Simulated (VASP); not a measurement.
Wanted: the native input for a VASP 6.6.1 run.

```yaml
Task: single point
Functional: PBE
Potentials_or_basis: VASP PAW PBE potentials, release 64 (Hf_pv, N)
Cutoff: 520 eV
k_mesh: 2 × 2 × 2, shifted
Occupations: fermi-dirac, width 0.05 eV
Spin: no spin polarisation
Dipole_correction: no
Further_INCAR_settings: LREAL = Auto; ALGO = Normal; EDIFF = 1e-06; NBANDS = 74; ISYM = -1
```

The structure of HfN lies in POSCAR:

```
HfN
1.0
   -4.5330100770      4.5330100770      0.0000000000
   -4.5330100770      0.0000000000      4.5330100770
    0.0000000000      4.5330100770      4.5330100770
Hf N
8 8
Direct
   -0.0040387071     -0.0017278806      0.0007547965
    0.4988786615     -0.0107145140      0.0012697964
   -0.0094538727      0.4908384191      0.0088774345
   -0.0097469450      0.0025826106      0.5154625647
    0.5109336756      0.5077075632     -0.0119537568
    0.5057456218     -0.0052750820      0.4974771646
    0.0074417439      0.5082242177      0.4894040521
    0.4938645540      0.5013620004      0.5058881320
    0.7556263811      0.7486581636      0.7439879777
    0.2377954123      0.7727192176      0.7429206957
    0.7539968899      0.2645662550      0.7396951348
    0.7479650260      0.7494159383      0.2542829114
    0.2510958460      0.2563023202      0.7305342242
    0.2393195651      0.7748959169      0.2654432661
    0.7399521384      0.2641528432      0.2556324562
    0.2494535597      0.2586346556      0.2455678415
```

This cell differs from its parent crystal: dynamics (nvt langevin) at 450 K, volume x 1.01, from the last frame before.

These files were run (other wordings do the same):

INCAR

```
PREC     = Accurate       # precision mode
ENCUT    = 520            # plane-wave cutoff, eV
EDIFF    = 1E-6           # SCF threshold, eV
ISMEAR   = -1             # smearing method
SIGMA    = 0.05           # smearing width, eV
LREAL    = Auto         
LASPH    = True           # aspherical terms in the spheres
NELM     = 120            # most SCF steps
ALGO     = Normal         # electronic algorithm
ISIF     = 2              # what is computed and relaxed
LWAVE    = False          # write WAVECAR
LCHARG   = False          # write CHGCAR
GGA      = PE             # functional
NBANDS   = 74             # bands
GGA_COMPAT= False        
ISYM     = -1
```

KPOINTS

```
explicit points
4
Reciprocal
  0.25000000   0.25000000   0.25000000 2
  0.25000000   0.25000000   0.75000000 2
  0.25000000   0.75000000   0.25000000 2
  0.25000000   0.75000000   0.75000000 2
```

Potentials or basis: VASP PAW PBE potentials, release 64 (Hf_pv, N).

The run is started by

```console
$ cat potpaw_PBE.64/Hf_pv/POTCAR potpaw_PBE.64/N/POTCAR > POTCAR
$ mpirun -np 1 vasp_std > vasp.out
```

It gave:

```json
{"Pressure": "2.6 GPa", "Largest force": "2.015 eV/Å", "Band gap on the k mesh": "0.20 eV"}
```

Caveat: the atoms stand as in a frame of molecular dynamics; spin-orbit coupling is left out, which moves the levels of the heavy elements; a shifted mesh leaves out Γ, where band edges can lie; forces of over 1 eV/Å act on the atoms, so gaps and moduli don't describe the material at rest.

It took 5.1 min on 1 thread of Intel Xeon 8259CL (shared host), peak memory 0.34 GiB.
